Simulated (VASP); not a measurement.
Write the native input for VASP 6.6.1 that does the following.

```yaml
Task: single point
Functional: PBEsol
Potentials_or_basis: VASP PAW PBE potentials, release 64 (Hf_pv)
Cutoff: 520 eV
k_mesh: 18 × 18 × 18
Occupations: gaussian, width 0.15 eV
Spin: no spin polarisation
Dipole_correction: no
Further_INCAR_settings: ALGO = Normal; EDIFF = 1e-07; NBANDS = 11
```

The structure of Hf lies in POSCAR:

```
Hf
1.0
    0.0000000000      2.3088000000      2.3976000000
    2.3088000000      0.0000000000      2.3976000000
    2.3088000000      2.3088000000      0.0000000000
Hf
1
Direct
    0.0000000000      0.0000000000      0.0000000000
```

This cell differs from its parent crystal: strain +0.040 along x and y, +0.080 along z.

These files were run (other wordings do the same):

INCAR

```
PREC = Accurate ; ENCUT = 520
EDIFF = 1E-7 ; ISMEAR = 0
SIGMA = 0.15 ; LREAL = F
LASPH = T ; NELM = 100
ALGO = Normal ; ISIF = 2
LWAVE = F ; LCHARG = T
GGA = PS ; LELF = T
LVHAR = T ; NBANDS = 11
```

KPOINTS

```
regular mesh
0
Gamma
  18 18 18
```

Potentials or basis: VASP PAW PBE potentials, release 64 (Hf_pv).

Command:

```sh
$ cat potpaw_PBE.64/Hf_pv/POTCAR > POTCAR
$ mpirun -np 1 vasp_std > vasp.out
```

Results of the run:

- Pressure: -14.1 GPa
- Band gap on the k mesh: zero (bands 5 and 6 overlap by 1.76 eV)

Caveat: the cell differs from its parent crystal (strain +0.040 along x and y, +0.080 along z); the cell stands under tension; the PAW data sets were made with another functional, which shifts forces and pressure a little; spin-orbit coupling is left out, which moves the levels of the heavy elements.

Run time: 2.8 min on 1 thread of Intel Xeon 8259CL (shared host), peak memory 0.26 GiB.
